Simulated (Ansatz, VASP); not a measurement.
# AlGa3N2 in VASP and in Ansatz

The input INCAR:

```
PREC = Accurate ; ENCUT = 520
EDIFF = 1E-7 ; ISMEAR = 0
SIGMA = 0.1 ; LREAL = F
LASPH = T ; NELM = 60
ALGO = Normal ; ISIF = 2
LWAVE = F ; LCHARG = T
GGA = PE ; LELF = T
LVHAR = T ; NBANDS = 35
```

File KPOINTS:

```
Automatic mesh
0
Gamma
  6 6 6
```

File POSCAR:

```
AlGa3N2
1.0
    2.3180369300      1.3383192500      5.1142179700
   -2.3180369300      1.3383192500      5.1142179700
    0.0000000000     -2.6766384900      5.1142179700
Al Ga N
1 3 2
Direct
    0.5000000000      0.5000000000      0.5000000000
    0.7410844900      0.7410844900      0.7410844900
    0.2589155100      0.2589155100      0.2589155100
    0.0000000000      0.0000000000      0.0000000000
    0.8716319500      0.8716319500      0.8716319500
    0.1283680500      0.1283680500      0.1283680500
```

Input for Ansatz:

```yaml
crystal:
  lattice:
    - [2.31803693, 1.33831925, 5.11421797]
    - [-2.31803693, 1.33831925, 5.11421797]
    - [0.0, -2.67663849, 5.11421797]
  atoms:
    - { symbol: Al, position: [0.5, 0.5, 0.5] }
    - { symbol: Ga, position: [0.74108449, 0.74108449, 0.74108449] }
    - { symbol: Ga, position: [0.25891551, 0.25891551, 0.25891551] }
    - { symbol: Ga, position: [0.0, 0.0, 0.0] }
    - { symbol: "N", position: [0.87163195, 0.87163195, 0.87163195] }
    - { symbol: "N", position: [0.12836805, 0.12836805, 0.12836805] }
basis:
  ecutwfc: 420
kpoints:
  mp_grid: { grid: [6, 6, 6] }
hamiltonian:
  xc: pbe
scf:
  occupations: { method: gaussian, width: 0.1 }
  lower_state_search: "off"
output:
  forces: true
  stress: true
  eigenvalues: true
```

Alike in both runs: task single point; functional PBE; k mesh 6 × 6 × 6; occupations gaussian, width 0.1 eV; no spin polarisation.

```csv
,VASP,Ansatz
version,VASP 6.6.1,Ansatz 0.2.0
potentials or method,"VASP PAW PBE potentials, release 64 (Al, Ga_d, N), cutoff 520 eV","scalar-relativistic, plane waves, PAW"
valence electrons in the cell,52,52
```

|  | VASP | Ansatz | Ansatz less VASP |
| --- | --- | --- | --- |
| gap on the k mesh at the Fermi level (eV) | none | none | - |
| pressure (GPa) | -4.3 | -4.4 | -0.08 |
| traceless stress, the component that is largest in VASP (GPa) | -1.08 | -1.28 | -0.199 |
| rms of the force components (eV/Å) | 0.500 | 0.501 | +0.0016 |

Atom by atom the forces differ by 0.008 eV/Å (rms over components). A gap of «none» marks a metal or a gap that the smearing closes.
